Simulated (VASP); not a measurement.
# SiGe5 (P4/mmm) in VASP: a series of runs

SiGe5 is run at these levels: PBE; tasks: single point.

Program: VASP 6.6.1. These are calculated values, not measurements. Logs are shortened: lines on timing, memory, paths and dates and some standing lists are left out, and cuts for length are marked.

### Step 1. The cell of the first run

It takes space group P4/mmm (No. 123, tetragonal). Conventional cell: a = 2.974 Å, b = 2.974 Å, c = 12.618 Å, α = 90.00°, β = 90.00°, γ = 90.00°. Si (site symmetry 4/mmm) has 4 Si at 2.97 Å and 8 Ge at 2.97 Å within 3.9 Å. Ge (site symmetry 4/mmm) has 12 Ge at 2.97 Å within 3.9 Å. Within 3.9 Å of Ge (site symmetry 4mm) lie 12 Ge at 2.97 Å. Ge (site symmetry 4mm) has 8 Ge at 2.97 Å and 4 Si at 2.97 Å within 3.9 Å.

### Step 2. Single point, PBE

The input, INCAR:

```
SYSTEM = SiGe5
  PREC = Accurate
  ENCUT = 520
  EDIFF = 1E-7
  ISMEAR = 0
  SIGMA = 0.1
  LREAL = .FALSE.
  LASPH = .TRUE.
  NELM = 60
  ALGO = Normal
  ISIF = 2
  LWAVE = .FALSE.
  LCHARG = .FALSE.
  GGA = PE
  NBANDS = 46
```

The input, KPOINTS:

```
regular mesh
0
G
  6 6 2
  0 0 0
```

The input, POSCAR:

```
SiGe5
1.0
    2.9741705000      0.0000000000      0.0000000000
    0.0000000000      2.9741705000      0.0000000000
    0.0000000000      0.0000000000     12.6183367900
Si Ge
1 5
Direct
    0.5000000000      0.5000000000      0.5000000000
    0.0000000000      0.0000000000      0.0000000000
    0.5000000000      0.5000000000      0.1666666700
    0.0000000000      0.0000000000      0.3333333300
    0.0000000000      0.0000000000      0.6666666700
    0.5000000000      0.5000000000      0.8333333300
```

Potentials or basis: VASP PAW PBE potentials, release 64 (Si, Ge_d).

The run is started by

```bash
$ cat potpaw_PBE.64/Si/POTCAR potpaw_PBE.64/Ge_d/POTCAR > POTCAR
$ mpirun -np 1 vasp_std > vasp.out
```

OUTCAR:

```text
SYSTEM = SiGe5
   PREC = Accurate
   ENCUT = 520
   EDIFF = 1E-7
   ISMEAR = 0
   LREAL = .FALSE.
   LASPH = .TRUE.
   NELM = 60
   ISIF = 2
   GGA = PE

 ion  position               nearest neighbor table
   1  0.500  0.500  0.500-   4 2.97   5 2.97   4 2.97   5 2.97   4 2.97   5 2.97   4 2.97   5 2.97

   2  0.000  0.000  0.000-
   3  0.500  0.500  0.167-
   4  0.000  0.000  0.333-   1 2.97   1 2.97   1 2.97   1 2.97
   5  0.000  0.000  0.667-   1 2.97   1 2.97   1 2.97   1 2.97
   6  0.500  0.500  0.833-

  LATTYP: Found a simple tetragonal cell.
 ALAT       =     2.9741705000
 C/A-ratio  =     4.2426406926

  Lattice vectors:

 A1 = (   2.9741705000,   0.0000000000,   0.0000000000)
 A2 = (   0.0000000000,   2.9741705000,   0.0000000000)
 A3 = (   0.0000000000,   0.0000000000,  12.6183367900)

Analysis of symmetry for initial positions (statically):
=====================================================================
 Subroutine PRICEL returns:
 Original cell was already a primitive cell.

 Routine SETGRP: Setting up the symmetry group for a
 simple tetragonal supercell.

 Subroutine GETGRP returns: Found 16 space group operations
 (whereof 16 operations were pure point group operations)
 out of a pool of 16 trial point group operations.

The static configuration has the point symmetry D_4h.

Analysis of symmetry for dynamics (positions and initial velocities):
=====================================================================
 Subroutine PRICEL returns:
 Original cell was already a primitive cell.

 Routine SETGRP: Setting up the symmetry group for a
 simple tetragonal supercell.

 Subroutine GETGRP returns: Found 16 space group operations
 (whereof 16 operations were pure point group operations)
 out of a pool of 16 trial point group operations.

The dynamic configuration has the point symmetry D_4h.

 Subroutine INISYM returns: Found 16 space group operations
 (whereof 16 operations are pure point group operations),
 and found     1 'primitive' translations

----------------------------------------------------------------------------------------

                                     Primitive cell

  volume of cell :     111.6179

  direct lattice vectors                    reciprocal lattice vectors
     2.974170500  0.000000000  0.000000000     0.336228202  0.000000000  0.000000000
     0.000000000  2.974170500  0.000000000     0.000000000  0.336228202  0.000000000
     0.000000000  0.000000000 12.618336790     0.000000000  0.000000000  0.079249747

  length of vectors
     2.974170500  2.974170500 12.618336790     0.336228202  0.336228202  0.079249747

  position of ions in fractional coordinates (direct lattice)
     0.500000000  0.500000000  0.500000000
     0.000000000  0.000000000  0.000000000
     0.500000000  0.500000000  0.166666670
     0.000000000  0.000000000  0.333333330
     0.000000000  0.000000000  0.666666670
     0.500000000  0.500000000  0.833333330

  ion indices of the primitive-cell ions
   primitive index   ion index
                 1           1
                 2           2
                 3           3
                 4           4
                 5           5
                 6           6

----------------------------------------------------------------------------------------

 KPOINTS: regular mesh

Automatic generation of k-mesh.
 Grid dimensions read from file:
 generate k-points for:    6    6    2

 Generating k-lattice:

  Cartesian coordinates                     Fractional coordinates (reciprocal lattice)
     0.056038034  0.000000000  0.000000000     0.166666667  0.000000000  0.000000000
     0.000000000  0.056038034  0.000000000     0.000000000  0.166666667  0.000000000
     0.000000000  0.000000000  0.039624874     0.000000000  0.000000000  0.500000000

  Length of vectors
     0.056038034  0.056038034  0.039624874

  Shift w.r.t. Gamma in fractional coordinates (k-lattice)
     0.000000000  0.000000000  0.000000000

 Subroutine IBZKPT returns following result:
 ===========================================

 Found     20 irreducible k-points:

 Following reciprocal coordinates:
            Coordinates               Weight
  0.000000  0.000000  0.000000      1.000000
  0.166667  0.000000  0.000000      4.000000
  0.333333  0.000000  0.000000      4.000000
  0.500000  0.000000  0.000000      2.000000
  0.166667  0.166667  0.000000      4.000000
  0.333333  0.166667  0.000000      8.000000
[... 12 lines left out ...]
  0.500000  0.333333  0.500000      4.000000
  0.500000  0.500000  0.500000      1.000000
   k-points           NKPTS =     20   k-points in BZ     NKDIM =     20   number of bands    NBANDS=     46
   number of dos      NEDOS =    301   number of ions     NIONS =      6
   total plane-waves  NPLWV =  55296
   dimension x,y,z NGX =    24 NGY =   24 NGZ =   96
   dimension x,y,z NGXF=    48 NGYF=   48 NGZF=  192
   ions per type =               1   5
   NGX,Y,Z   is equivalent  to a cutoff of  13.42, 13.42, 12.65 a.u.
   NGXF,Y,Z  is equivalent  to a cutoff of  26.83, 26.83, 25.30 a.u.
 SYSTEM =  SiGe5
   PREC   = accura    normal or accurate (medium, high low for compatibility)
   ISTART =      0    job   : 0-new  1-cont  2-samecut
   ICHARG =      2    charge: 1-file 2-atom 10-const
   ISPIN  =      1    spin polarized calculation?
   LNONCOLLINEAR =      F non collinear calculations
   LSORBIT =      F    spin-orbit coupling
   LASPH  =      T    aspherical Exc in radial PAW
   ENCUT  =  520.0 eV  38.22 Ry    6.18 a.u.   5.53  5.53 23.46*2*pi/ulx,y,z
   NELM   =     60;   NELMIN=  2; NELMDL= -5     # of ELM steps
   EDIFF  = 0.1E-06   stopping-criterion for ELM
   LREAL  =      F    real-space projection
   EDIFFG = 0.1E-05   stopping-criterion for IOM
   NSW    =      0    number of steps for IOM
   IBRION =     -1    ionic relax: 0-MD 1-quasi-New 2-CG
   NFREE  =      0    steps in history (QN), initial steepest desc. (CG)
   ISIF   =      2    stress and relaxation
   ISYM   =      2    0-nonsym 1-usesym 2-fastsym
   POTIM  = 0.5000    time-step for ionic-motion
   TEBEG  =    0.0;   TEEND  =   0.0 temperature during run
   PSTRESS=    0.0 pullay stress
   NELECT =      74.0000    total number of electrons
   NUPDOWN=      -1.0000    fix difference up-down
   EMIN   =  10.00;   EMAX   =-10.00  energy-range for DOS
   EFERMI =   0.00;   METHOD = LEGACY
   ISMEAR =     0;   SIGMA  =   0.10  broadening in eV -4-tet -1-fermi 0-gaus
   EFERMI_NEDOS =   21; number of points for ismear=-14 and -15
   IALGO  =     38    algorithm
   IMIX   =      4    mixing-type and parameters
     AMIX     =   0.40;   BMIX     =  1.00
     AMIX_MAG =   1.60;   BMIX_MAG =  1.00
  volume/ion in A,a.u.               =      18.60       125.54
  Fermi-wavevector in a.u.,A,eV,Ry     =   1.427493  2.697571 27.725103  2.037738
  Thomas-Fermi vector in A             =   2.547657
   LORBIT       =      0    0 simple, 1 ext, 2 COOP (PROOUT), +10 PAW based schemes
   GGA     = PE    functional components
   LHFCALC =     F    Hartree Fock is set to
   AEXX    =    0.0000 exact exchange contribution
   IVDW    =     0    specifies the selected vdW correction
   LEPSILON=     F    determine dielectric tensor
   LRPA    =     F    only Hartree local field effects (RPA)
 non-spin polarized calculation
 Gauss-broadening in eV      SIGMA  =   0.10
  energy-cutoff  :      520.00
  volume of cell :      111.62
 maximum number of plane-waves:      3055
 NGX is ok and might be reduce to    24
   NGX = 11   NGY = 11   NGZ = 47

 number of electron      74.0000015 magnetization

 Free energy of the ion-electron system (eV)
  ---------------------------------------------------
  ext. energy  EPLUGINS =         0.00000000
  ---------------------------------------------------
  free energy    TOTEN  =       -25.19749741 eV

  energy without entropy =      -25.16468057  energy(sigma->0) =      -25.18108899

 E-fermi :   7.0309     XC(G=0): -11.1734

 val. band max:        7.0240006697   @ k =   0.5000   0.5000   0.0000
 cond. band min:       7.0510463521   @ k =   0.5000   0.3333   0.5000
 fundamental gap:      0.0270456824
 Fermi energy:         7.0309153779

 k-point     1 :       0.0000    0.0000    0.0000
  band No.  band energies     occupation
      1     -17.8331      2.00000
      2     -17.8175      2.00000
      3     -17.7976      2.00000
      4     -17.7901      2.00000
      5     -17.7753      2.00000
      6     -17.7701      2.00000
[... 38 lines left out ...]
     45      13.2384      0.00000
     46      13.2415      0.00000

 k-point     2 :       0.1667    0.0000    0.0000
  band No.  band energies     occupation
      1     -17.8163      2.00000
      2     -17.8031      2.00000
      3     -17.7841      2.00000
      4     -17.7792      2.00000
      5     -17.7756      2.00000
      6     -17.7656      2.00000
[... 38 lines left out ...]
     45      13.5836      0.00000
     46      13.6563      0.00000

 k-point     3 :       0.3333    0.0000    0.0000
  band No.  band energies     occupation
      1     -17.7953      2.00000
      2     -17.7873      2.00000
      3     -17.7789      2.00000
      4     -17.7754      2.00000
      5     -17.7681      2.00000
      6     -17.7624      2.00000
[... 38 lines left out ...]
     45      14.1393      0.00000
     46      14.1775      0.00000

 k-point     4 :       0.5000    0.0000    0.0000
  band No.  band energies     occupation
      1     -17.7828      2.00000
      2     -17.7825      2.00000
      3     -17.7805      2.00000
      4     -17.7743      2.00000
      5     -17.7723      2.00000
      6     -17.7692      2.00000
[... 724 lines left out ...]
     45       9.3694      0.00000
     46      10.1633      0.00000

 k-point    19 :       0.5000    0.3333    0.5000
  band No.  band energies     occupation
      1     -17.8155      2.00000
      2     -17.8140      2.00000
      3     -17.7914      2.00000
      4     -17.7900      2.00000
      5     -17.7770      2.00000
      6     -17.7760      2.00000
[... 38 lines left out ...]
     45       8.9595      0.00000
     46      10.2588      0.00000

 k-point    20 :       0.5000    0.5000    0.5000
  band No.  band energies     occupation
      1     -17.8261      2.00000
      2     -17.8261      2.00000
      3     -17.7981      2.00000
      4     -17.7908      2.00000
      5     -17.7837      2.00000
      6     -17.7837      2.00000
[... 38 lines left out ...]
     45       8.3811      0.00000
     46       8.4660      0.00000

------------------------ aborting loop because EDIFF is reached ----------------------------------------

  FORCE on cell =-STRESS in cart. coord.  units (eV):
  Direction    XX          YY          ZZ          XY          YZ          ZX
  --------------------------------------------------------------------------------------
  -------------------------------------------------------------------------------------
  Total        2.0067911      2.0067911     -1.2265313      0.0000000     -0.0000000      0.0000000
  in kB       28.8057317     28.8057317    -17.6057844      0.0000000     -0.0000000      0.0000000
  external PRESSURE =      13.3352264 kB  Pullay stress =       0.0000000 kB

 VOLUME and BASIS-vectors are now :
 -----------------------------------------------------------------------------
  energy-cutoff  :      520.00
  volume of cell :      111.62
      direct lattice vectors                 reciprocal lattice vectors
     2.974170500  0.000000000  0.000000000     0.336228202  0.000000000  0.000000000
     0.000000000  2.974170500  0.000000000     0.000000000  0.336228202  0.000000000
     0.000000000  0.000000000 12.618336790     0.000000000  0.000000000  0.079249747

 POSITION                                       TOTAL-FORCE (eV/Angst)
 -----------------------------------------------------------------------------------
      1.48709      1.48709      6.30917        -0.000000      0.000000     -0.000000
      0.00000      0.00000      0.00000        -0.000000      0.000000     -0.000000
      1.48709      1.48709      2.10306        -0.000000     -0.000000     -0.022709
      0.00000      0.00000      4.20611        -0.000000      0.000000      0.474191
      0.00000      0.00000      8.41222        -0.000000      0.000000     -0.474191
      1.48709      1.48709     10.51528         0.000000     -0.000000      0.022709
 -----------------------------------------------------------------------------------
    total drift:                                0.000000     -0.000000      0.000000

  FREE ENERGIE OF THE ION-ELECTRON SYSTEM (eV)
  ---------------------------------------------------
  free  energy   TOTEN  =       -25.1974974110 eV

  energy  without entropy=      -25.1646805688  energy(sigma->0) =      -25.18108899
```

It took 2.6 min on 1 thread of Intel Xeon Platinum 8259CL at 2.50GHz (Skylake/Cascade Lake), shared host; peak memory 0.26 GiB.

Results:

```
Free energy            : -25.1975 eV
Pressure               : 1.3 GPa
Largest force          : 0.474 eV/Å
Band gap on the k mesh : zero (bands 37 and 38 overlap by 5.71 eV)
```

Forces in eV/Å, atoms in the order of the input:
```
Si   0.000  0.000  0.000
Ge   0.000  0.000  0.000
Ge   0.000  0.000 -0.023
Ge   0.000  0.000  0.474
Ge   0.000  0.000 -0.474
Ge   0.000  0.000  0.023
```

### Step 3. Single point, PBE

This run uses another cell than the first one, of 18.66 Å³/atom.

The input, INCAR:

```
SYSTEM = SiGe5
  PREC = Accurate
  ENCUT = 520
  EDIFF = 1E-6
  ISMEAR = 0
  SIGMA = 0.1
  LREAL = .False.
  LASPH = .True.
  NELM = 80
  ALGO = Normal
  ISIF = 2
  LWAVE = .False.
  LCHARG = .True.
  GGA = PE
  LELF = .True.
  LVHAR = .True.
  NBANDS = 46
```

The input, KPOINTS:

```
regular mesh
0
Gamma
  12 12 4
  0 0 0
```

The input, POSCAR:

```
SiGe5
1.0
    3.2252605112      0.0000000000      0.0000000000
    0.0000000000      3.2252605112      0.0000000000
    0.0000000000      0.0000000000     10.7638301888
Si Ge
1 5
Direct
    0.5000000000      0.5000000000      0.5000000000
    0.0000000000      0.0000000000      0.0000000000
    0.5000000000      0.5000000000      0.1709263753
    0.0000000000      0.0000000000      0.3542754215
    0.0000000000      0.0000000000      0.6457245785
    0.5000000000      0.5000000000      0.8290736247
```

Potentials or basis: VASP PAW PBE potentials, release 64 (Si, Ge_d).

The run is started by

```bash
$ cat potpaw_PBE.64/Si/POTCAR potpaw_PBE.64/Ge_d/POTCAR > POTCAR
$ mpirun -np 1 vasp_std > vasp.out
```

OUTCAR:

```text
SYSTEM = SiGe5
   PREC = Accurate
   ENCUT = 520
   EDIFF = 1E-6
   ISMEAR = 0
   LREAL = .False.
   LASPH = .True.
   NELM = 80
   ISIF = 2
   GGA = PE

 ion  position               nearest neighbor table
   1  0.500  0.500  0.500-   4 2.77   5 2.77   4 2.77   5 2.77   4 2.77   5 2.77   4 2.77   5 2.77

   2  0.000  0.000  0.000-
   3  0.500  0.500  0.171-
   4  0.000  0.000  0.354-   1 2.77   1 2.77   1 2.77   1 2.77
   5  0.000  0.000  0.646-   1 2.77   1 2.77   1 2.77   1 2.77
[... 1385 lines left out ...]
  -------------------------------------------------------------------------------------
  Total        0.0249786      0.0249786      0.0067676      0.0000000      0.0000000     -0.0000000
  in kB        0.3574222      0.3574222      0.0968390      0.0000000      0.0000000     -0.0000000
  external PRESSURE =       0.2705612 kB  Pullay stress =       0.0000000 kB

 VOLUME and BASIS-vectors are now :
 -----------------------------------------------------------------------------
  energy-cutoff  :      520.00
  volume of cell :      111.97
      direct lattice vectors                 reciprocal lattice vectors
     3.225260511  0.000000000  0.000000000     0.310052474  0.000000000  0.000000000
     0.000000000  3.225260511  0.000000000     0.000000000  0.310052474  0.000000000
     0.000000000  0.000000000 10.763830189     0.000000000  0.000000000  0.092903732

 POSITION                                       TOTAL-FORCE (eV/Angst)
 -----------------------------------------------------------------------------------
      1.61263      1.61263      5.38192         0.000000     -0.000000      0.000000
      0.00000      0.00000      0.00000         0.000000     -0.000000      0.000000
      1.61263      1.61263      1.83982         0.000000     -0.000000      0.006050
      0.00000      0.00000      3.81336        -0.000000      0.000000     -0.002073
      0.00000      0.00000      6.95047         0.000000      0.000000      0.002073
      1.61263      1.61263      8.92401         0.000000     -0.000000     -0.006050
 -----------------------------------------------------------------------------------
    total drift:                                0.000000     -0.000000      0.000000

  FREE ENERGIE OF THE ION-ELECTRON SYSTEM (eV)
  ---------------------------------------------------
  free  energy   TOTEN  =       -25.7189950030 eV

  energy  without entropy=      -25.7076816013  energy(sigma->0) =      -25.71333830
```

Run time: 5.8 min. Hardware: 1 thread of Intel Xeon Platinum 8259CL at 2.50GHz (Skylake/Cascade Lake), shared host; peak memory 0.42 GiB.

What came out:

| Quantity | Value |
| --- | --- |
| Free energy | -25.7190 eV |
| Pressure | 0.0 GPa |
| Largest force | 0.006 eV/Å |
| Band gap on the k mesh | zero (bands 37 and 38 overlap by 4.37 eV) |

Forces on the atoms (eV/Å):
```
Si   0.000  0.000  0.000
Ge   0.000  0.000  0.000
Ge   0.000  0.000  0.006
Ge   0.000  0.000 -0.002
Ge   0.000  0.000  0.002
Ge   0.000  0.000 -0.006
```

Levels at points of the mesh, in eV from the Fermi level:
| k point | band 35 | band 36 | band 37 | band 38 | band 39 | band 40 |
| --- | --- | --- | --- | --- | --- | --- |
| (0.00, 0.00, 0.00) | 1.46 | 1.46 | 1.67 | 2.00 | 2.00 | 2.00 |
| (0.50, 0.00, 0.00) | -3.63 | 1.65 | 1.79 | 1.80 | 2.20 | 3.41 |
| (0.50, 0.50, 0.00) | -3.95 | -3.43 | -3.43 | -0.77 | -0.63 | -0.18 |
| (0.00, 0.00, 0.50) | 0.32 | 1.01 | 1.01 | 3.17 | 3.21 | 3.21 |
| (0.50, 0.00, 0.50) | -1.42 | -1.28 | -0.85 | 3.44 | 3.49 | 4.32 |
| (0.50, 0.50, 0.50) | -4.47 | -2.12 | -2.12 | -2.00 | -2.00 | -1.48 |

The gap in the log of VASP goes by the Fermi energy; the results here count the filled bands.